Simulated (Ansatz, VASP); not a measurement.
# One calculation of HfTa4F, two programs

Contents of INCAR:

```
SYSTEM = HfTa4F
ALGO = Normal ; EDIFF = 1E-6
EDIFFG = -0.04 ; ENCUT = 600
GGA = PE ; IBRION = 2
ISIF = 3 ; ISMEAR = 0
LASPH = .TRUE. ; LCHARG = .FALSE.
LREAL = .FALSE. ; LWAVE = .FALSE.
NELM = 80 ; NSW = 90
PREC = Accurate ; SIGMA = 0.1
```

File KPOINTS:

```
k-points
0
G
  4 4 4
  0 0 0
```

POSCAR

```
HfTa4F
1.0
   -2.9875685800      2.9875685800      3.0136688800
    2.9875685800     -2.9875685800      3.0136688800
    2.9875685800      2.9875685800     -3.0136688800
Hf Ta F
1 4 1
Direct
    0.5000000000      0.5000000000      0.0000000000
    0.5000000000      0.5000000000      0.5000000000
    0.0000000000      0.0000000000      0.5000000000
    0.5000000000      0.0000000000      0.0000000000
    0.0000000000      0.5000000000      0.0000000000
    0.0000000000      0.0000000000      0.0000000000
```

Input for Ansatz:

```yaml
crystal:
  lattice:
    - [-2.98756858, 2.98756858, 3.01366888]
    - [2.98756858, -2.98756858, 3.01366888]
    - [2.98756858, 2.98756858, -3.01366888]
  atoms:
    - { symbol: Hf, position: [0.5, 0.5, 0.0] }
    - { symbol: Ta, position: [0.5, 0.5, 0.5] }
    - { symbol: Ta, position: [0.0, 0.0, 0.5] }
    - { symbol: Ta, position: [0.5, 0.0, 0.0] }
    - { symbol: Ta, position: [0.0, 0.5, 0.0] }
    - { symbol: F, position: [0.0, 0.0, 0.0] }
basis:
  ecutwfc: 420
kpoints:
  mp_grid: { grid: [4, 4, 4] }
hamiltonian:
  xc: pbe
scf:
  occupations: { method: gaussian, width: 0.1 }
  lower_state_search: "off"
output:
  forces: true
  stress: true
  eigenvalues: true
relax:
  adjacent_minimum: "off"
  f_tol: 0.04
  max_steps: 70
  cell: { stress_tol: 0.4 }
```

Alike in both runs: task relaxation of cell and atoms; functional PBE; k mesh 4 × 4 × 4; occupations gaussian, width 0.1 eV; no spin polarisation.

|  | VASP | Ansatz |
| --- | --- | --- |
| version | VASP 6.6.1 | Ansatz 0.2.0 |
| potentials or method | VASP PAW PBE potentials, release 64 (Hf_pv, Ta_pv, F), cutoff 600 eV | scalar-relativistic, plane waves, PAW |
| valence electrons in the cell | 61 | 85 |

Ansatz gave:

| Quantity | Value |
| --- | --- |
| gap on the k mesh at the Fermi level, each at its own relaxed structure (eV) | none |
| relaxed volume (Å³/atom) | 21.06 |
| relaxed cell length with the largest relative difference (Å) | 5.703 |

Task: Which values does VASP return?

Result: gap on the k mesh at the Fermi level, each at its own relaxed structure (eV): none; relaxed volume (Å³/atom): 20.76; relaxed cell length with the largest relative difference (Å): 5.634.

A gap of «none» marks a metal or a gap that the smearing closes. VASP's potentials hold 61 valence electrons a cell and Ansatz's 85, so a difference there can come from the potentials and not from the codes.

The k mesh is coarse, so the values compare programs but aren't converged. Neither program's run includes spin-orbit coupling. Noted on VASP's run: the volume moved by over 15 % at a fixed basis, so the end points are rough.
